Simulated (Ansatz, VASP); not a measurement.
## TeW in VASP and in Ansatz

```
Te W
1.0
     3.34005    0.00000    0.00000
     0.00000    3.34005    0.00000
     0.00000    0.00000    3.34005
Te W
1 1
Direct
  0.00000 0.00000 0.00000
  0.50000 0.50000 0.50000
```

Alike in both runs: functional PBE; k mesh 6 × 6 × 6; occupations gaussian, width 0.1 eV; no spin polarisation.

Ansatz relaxed the structure, and its values are those at the end. VASP's run is a single point on that final structure, the one shown.

|  | VASP | Ansatz |
| --- | --- | --- |
| version | VASP 6.6.1 | Ansatz 0.2.0 |
| potentials or method | VASP PAW PBE potentials, release 64 (Te, W_sv), cutoff 500 eV | scalar-relativistic, plane waves, PAW |
| valence electrons in the cell | 20 | 30 |

|  | VASP | Ansatz | Ansatz less VASP |
| --- | --- | --- | --- |
| gap on the k mesh at the Fermi level (eV) | none | none | - |
| pressure (GPa) | -0.2 | -0.3 | -0.02 |

A gap of «none» marks a metal or a gap that the smearing closes. With one functional, cell and mesh, what is left measures potentials, basis and numerics. VASP's potentials hold 20 valence electrons a cell and Ansatz's 30, so a difference there can come from the potentials and not from the codes.

Spin-orbit coupling is off throughout.
